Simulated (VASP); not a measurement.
# Br in VASP: notebook

Br is run at these levels: LDA; tasks: single point.

Everything below comes from runs of VASP 6.6.1. Logs are shortened: lines on timing, memory, paths and dates and some standing lists are left out, and cuts for length are marked.

### Step 1. The cell of the first run

Symmetry: Pm-3m, No. 221, cubic system. The conventional cell has a = 4.598 Å, b = 4.598 Å, c = 4.598 Å, α = 90.00°, β = 90.00°, γ = 90.00°. Within 4.3 Å of Br (site symmetry 4/mmm) lie 8 Br at 3.25 Å.

### Step 2. Single point, LDA

INCAR

```
PREC = Accurate ; ENCUT = 520
EDIFF = 1E-7 ; ISMEAR = -1
SIGMA = 0.1 ; LREAL = False
LASPH = True ; NELM = 80
ALGO = Normal ; ISIF = 2
LWAVE = False ; LCHARG = False
NBANDS = 18
```

KPOINTS

```
regular mesh
0
Gamma
  8 8 8
```

POSCAR

```
Br
1.0
    4.5976400000      0.0000000000      0.0000000000
    0.0000000000      4.5976400000      0.0000000000
    0.0000000000      0.0000000000      4.5976400000
Br
3
Direct
    0.5000000000      0.0000000000      0.0000000000
    0.0000000000      0.5000000000      0.0000000000
    0.0000000000      0.0000000000      0.5000000000
```

Potentials or basis: VASP PAW LDA potentials, release 64 (Br).

Command:

```
$ cat potpaw_LDA.64/Br/POTCAR > POTCAR
$ mpirun -np 1 vasp_std > vasp.out
```

OUTCAR:

```text
PREC = Accurate
   ENCUT = 520
   EDIFF = 1E-7
   ISMEAR = -1
   LREAL = False
   LASPH = True
   NELM = 80
   ISIF = 2

 ion  position               nearest neighbor table
   1  0.500  0.000  0.000-
   2  0.000  0.500  0.000-
   3  0.000  0.000  0.500-

  LATTYP: Found a simple cubic cell.
 ALAT       =     4.5976400000

  Lattice vectors:

 A1 = (   4.5976400000,   0.0000000000,   0.0000000000)
 A2 = (   0.0000000000,   4.5976400000,   0.0000000000)
 A3 = (   0.0000000000,   0.0000000000,   4.5976400000)

Analysis of symmetry for initial positions (statically):
=====================================================================
 Subroutine PRICEL returns:
 Original cell was already a primitive cell.

 Routine SETGRP: Setting up the symmetry group for a
 simple cubic supercell.

 Subroutine GETGRP returns: Found 48 space group operations
 (whereof 48 operations were pure point group operations)
 out of a pool of 48 trial point group operations.

The static configuration has the point symmetry O_h .

Analysis of symmetry for dynamics (positions and initial velocities):
=====================================================================
 Subroutine PRICEL returns:
 Original cell was already a primitive cell.

 Routine SETGRP: Setting up the symmetry group for a
 simple cubic supercell.

 Subroutine GETGRP returns: Found 48 space group operations
 (whereof 48 operations were pure point group operations)
 out of a pool of 48 trial point group operations.

The dynamic configuration has the point symmetry O_h .

 Subroutine INISYM returns: Found 48 space group operations
 (whereof 48 operations are pure point group operations),
 and found     1 'primitive' translations

----------------------------------------------------------------------------------------

                                     Primitive cell

  volume of cell :      97.1863

  direct lattice vectors                    reciprocal lattice vectors
     4.597640000  0.000000000  0.000000000     0.217502893  0.000000000  0.000000000
     0.000000000  4.597640000  0.000000000     0.000000000  0.217502893  0.000000000
     0.000000000  0.000000000  4.597640000     0.000000000  0.000000000  0.217502893

  length of vectors
     4.597640000  4.597640000  4.597640000     0.217502893  0.217502893  0.217502893

  position of ions in fractional coordinates (direct lattice)
     0.500000000  0.000000000  0.000000000
     0.000000000  0.500000000  0.000000000
     0.000000000  0.000000000  0.500000000

  ion indices of the primitive-cell ions
   primitive index   ion index
                 1           1
                 2           2
                 3           3

----------------------------------------------------------------------------------------

 KPOINTS: regular mesh

Automatic generation of k-mesh.
 Grid dimensions read from file:
 generate k-points for:    8    8    8

 Generating k-lattice:

  Cartesian coordinates                     Fractional coordinates (reciprocal lattice)
     0.027187862  0.000000000  0.000000000     0.125000000  0.000000000  0.000000000
     0.000000000  0.027187862  0.000000000     0.000000000  0.125000000  0.000000000
     0.000000000  0.000000000  0.027187862     0.000000000  0.000000000  0.125000000

  Length of vectors
     0.027187862  0.027187862  0.027187862

  Shift w.r.t. Gamma in fractional coordinates (k-lattice)
     0.000000000  0.000000000  0.000000000

 Subroutine IBZKPT returns following result:
 ===========================================

 Found     35 irreducible k-points:

 Following reciprocal coordinates:
            Coordinates               Weight
  0.000000  0.000000  0.000000      1.000000
  0.125000  0.000000  0.000000      6.000000
  0.250000  0.000000  0.000000      6.000000
  0.375000  0.000000  0.000000      6.000000
  0.500000  0.000000  0.000000      3.000000
  0.125000  0.125000  0.000000     12.000000
[... 16 lines left out ...]
  0.375000  0.375000  0.125000     24.000000
  0.500000  0.375000  0.125000     24.000000
 [... further k-points ...]
   k-points           NKPTS =     35   k-points in BZ     NKDIM =     35   number of bands    NBANDS=     18
   number of dos      NEDOS =    301   number of ions     NIONS =      3
   total plane-waves  NPLWV =  46656
   dimension x,y,z NGX =    36 NGY =   36 NGZ =   36
   dimension x,y,z NGXF=    72 NGYF=   72 NGZF=   72
   ions per type =               3
   NGX,Y,Z   is equivalent  to a cutoff of  13.02, 13.02, 13.02 a.u.
   NGXF,Y,Z  is equivalent  to a cutoff of  26.03, 26.03, 26.03 a.u.
 SYSTEM =  unknown system
   PREC   = accura    normal or accurate (medium, high low for compatibility)
   ISTART =      0    job   : 0-new  1-cont  2-samecut
   ICHARG =      2    charge: 1-file 2-atom 10-const
   ISPIN  =      1    spin polarized calculation?
   LNONCOLLINEAR =      F non collinear calculations
   LSORBIT =      F    spin-orbit coupling
   LASPH  =      T    aspherical Exc in radial PAW
   ENCUT  =  520.0 eV  38.22 Ry    6.18 a.u.   8.55  8.55  8.55*2*pi/ulx,y,z
   NELM   =     80;   NELMIN=  2; NELMDL= -5     # of ELM steps
   EDIFF  = 0.1E-06   stopping-criterion for ELM
   LREAL  =      F    real-space projection
   EDIFFG = 0.1E-05   stopping-criterion for IOM
   NSW    =      0    number of steps for IOM
   IBRION =     -1    ionic relax: 0-MD 1-quasi-New 2-CG
   NFREE  =      0    steps in history (QN), initial steepest desc. (CG)
   ISIF   =      2    stress and relaxation
   ISYM   =      2    0-nonsym 1-usesym 2-fastsym
   POTIM  = 0.5000    time-step for ionic-motion
   TEBEG  =    0.0;   TEEND  =   0.0 temperature during run
   PSTRESS=    0.0 pullay stress
   NELECT =      21.0000    total number of electrons
   NUPDOWN=      -1.0000    fix difference up-down
   EMIN   =  10.00;   EMAX   =-10.00  energy-range for DOS
   EFERMI =   0.00;   METHOD = LEGACY
   ISMEAR =    -1;   SIGMA  =   0.10  broadening in eV -4-tet -1-fermi 0-gaus
   EFERMI_NEDOS =   21; number of points for ismear=-14 and -15
   IALGO  =     38    algorithm
   IMIX   =      4    mixing-type and parameters
     AMIX     =   0.40;   BMIX     =  1.00
     AMIX_MAG =   1.60;   BMIX_MAG =  1.00
  volume/ion in A,a.u.               =      32.40       218.62
  Fermi-wavevector in a.u.,A,eV,Ry     =   0.982380  1.856430 13.130588  0.965071
  Thomas-Fermi vector in A             =   2.113458
   LORBIT       =      0    0 simple, 1 ext, 2 COOP (PROOUT), +10 PAW based schemes
   GGA     = CA    functional components
   LHFCALC =     F    Hartree Fock is set to
   AEXX    =    0.0000 exact exchange contribution
   IVDW    =     0    specifies the selected vdW correction
   LEPSILON=     F    determine dielectric tensor
   LRPA    =     F    only Hartree local field effects (RPA)
 non-spin polarized calculation
  energy-cutoff  :      520.00
  volume of cell :       97.19
 maximum number of plane-waves:      2657
 NGX is ok and might be reduce to    36
   NGX = 17   NGY = 17   NGZ = 17

 number of electron      21.0000006 magnetization

 Free energy of the ion-electron system (eV)
  ---------------------------------------------------
  ext. energy  EPLUGINS =         0.00000000
  ---------------------------------------------------
  free energy    TOTEN  =        -4.71966840 eV

  energy without entropy =       -4.53038066  energy(sigma->0) =       -4.62502453

 E-fermi :   0.1200     XC(G=0):  -8.5490

 val. band max:        0.1160115680   @ k =   0.3750   0.1250   0.0000
 cond. band min:       0.1261246395   @ k =   0.5000   0.1250   0.1250
 fundamental gap:      0.0101130715
 Fermi energy:         0.1200239438

 k-point     1 :       0.0000    0.0000    0.0000
  band No.  band energies     occupation
      1     -15.0559      2.00000
      2     -13.3031      2.00000
      3     -13.3031      2.00000
      4      -3.5523      2.00000
      5      -3.5523      2.00000
      6      -3.5523      2.00000
[... 10 lines left out ...]
     17       8.8508      0.00000
     18       8.8508      0.00000

 k-point     2 :       0.1250    0.0000    0.0000
  band No.  band energies     occupation
      1     -15.0065      2.00000
      2     -13.3751      2.00000
      3     -13.2993      2.00000
      4      -3.4861      2.00000
      5      -3.4861      2.00000
      6      -3.4517      2.00000
[... 10 lines left out ...]
     17       8.9282      0.00000
     18       9.1208      0.00000

 k-point     3 :       0.2500    0.0000    0.0000
  band No.  band energies     occupation
      1     -14.8662      2.00000
      2     -13.5691      2.00000
      3     -13.2902      2.00000
      4      -3.3012      2.00000
      5      -3.3012      2.00000
      6      -3.1569      2.00000
[... 10 lines left out ...]
     17       9.3540      0.00000
     18       9.7691      0.00000

 k-point     4 :       0.3750    0.0000    0.0000
  band No.  band energies     occupation
      1     -14.6689      2.00000
      2     -13.8191      2.00000
      3     -13.2810      2.00000
      4      -3.0553      2.00000
      5      -3.0553      2.00000
      6      -2.6890      2.00000
[... 375 lines left out ...]
      4      -3.6654      2.00000
      5      -3.0773      2.00000
      6      -2.3807      2.00000
[... 10 lines left out ...]
     17      10.7866      0.00000
     18      11.0375      0.00000

 k-point    23 :       0.3750    0.3750    0.1250
  band No.  band energies     occupation
      1     -14.2835      2.00000
      2     -13.8326      2.00000
      3     -13.6521      2.00000
      4      -3.8439      2.00000
      5      -3.2606      2.00000
      6      -2.3187      2.00000
[... 10 lines left out ...]
     17      10.3890      0.00000
     18      10.7392      0.00000

 k-point    24 :       0.5000    0.3750    0.1250
  band No.  band energies     occupation
      1     -14.1486      2.00000
      2     -13.9204      2.00000
      3     -13.6988      2.00000
      4      -3.8295      2.00000
      5      -3.4404      2.00000
      6      -2.3710      2.00000
[... 10 lines left out ...]
     17      10.5317      0.00000
     18      10.5640      0.00000

 [... further k-points ...]

------------------------ aborting loop because EDIFF is reached ----------------------------------------

  FORCE on cell =-STRESS in cart. coord.  units (eV):
  Direction    XX          YY          ZZ          XY          YZ          ZX
  --------------------------------------------------------------------------------------
  -------------------------------------------------------------------------------------
  Total       -2.3438234     -2.3438234     -2.3438234      0.0000000     -0.0000000      0.0000000
  in kB      -38.6394176    -38.6394176    -38.6394176      0.0000000     -0.0000000      0.0000000
  external PRESSURE =     -38.6394176 kB  Pullay stress =       0.0000000 kB

 VOLUME and BASIS-vectors are now :
 -----------------------------------------------------------------------------
  energy-cutoff  :      520.00
  volume of cell :       97.19
      direct lattice vectors                 reciprocal lattice vectors
     4.597640000  0.000000000  0.000000000     0.217502893  0.000000000  0.000000000
     0.000000000  4.597640000  0.000000000     0.000000000  0.217502893  0.000000000
     0.000000000  0.000000000  4.597640000     0.000000000  0.000000000  0.217502893

 POSITION                                       TOTAL-FORCE (eV/Angst)
 -----------------------------------------------------------------------------------
      2.29882      0.00000      0.00000         0.000000      0.000000      0.000000
      0.00000      2.29882      0.00000         0.000000      0.000000      0.000000
      0.00000      0.00000      2.29882         0.000000      0.000000      0.000000
 -----------------------------------------------------------------------------------
    total drift:                                0.000000      0.000000     -0.000000

  FREE ENERGIE OF THE ION-ELECTRON SYSTEM (eV)
  ---------------------------------------------------
  free  energy   TOTEN  =        -4.7196684011 eV

  energy  without entropy=       -4.5303806618  energy(sigma->0) =       -4.62502453
```

It took 16 s on 1 thread of Intel Xeon 6975P-C (Granite Rapids), shared host; peak memory 0.19 GiB.

What came out:

| Property | Result |
| --- | --- |
| Free energy | -4.7197 eV |
| Pressure | -3.9 GPa |
| Band gap on the k mesh | zero (an odd number of electrons rules out a gap without spin polarisation) |

Levels at points of the mesh, in eV from the Fermi level:
```csv
k point,band 7,band 8,band 9,band 10,band 11,band 12,band 13,band 14
"(0.00, 0.00, 0.00)",-0.93,-0.93,-0.93,0.33,0.33,0.33,4.79,6.97
"(0.50, 0.00, 0.00)",-1.98,-1.71,-1.71,-1.40,-0.06,-0.06,7.12,7.79
"(0.50, 0.50, 0.00)",-1.83,-1.83,-1.64,-1.64,0.25,0.53,7.84,8.65
"(0.50, 0.50, 0.50)",-3.59,0.30,0.30,0.55,0.55,0.55,5.28,9.25
```

Caveat: the cell stands under tension; an odd number of electrons without spin polarisation forces a metal; a magnetic or distorted state may lie lower.

[end of part 1 of 3]
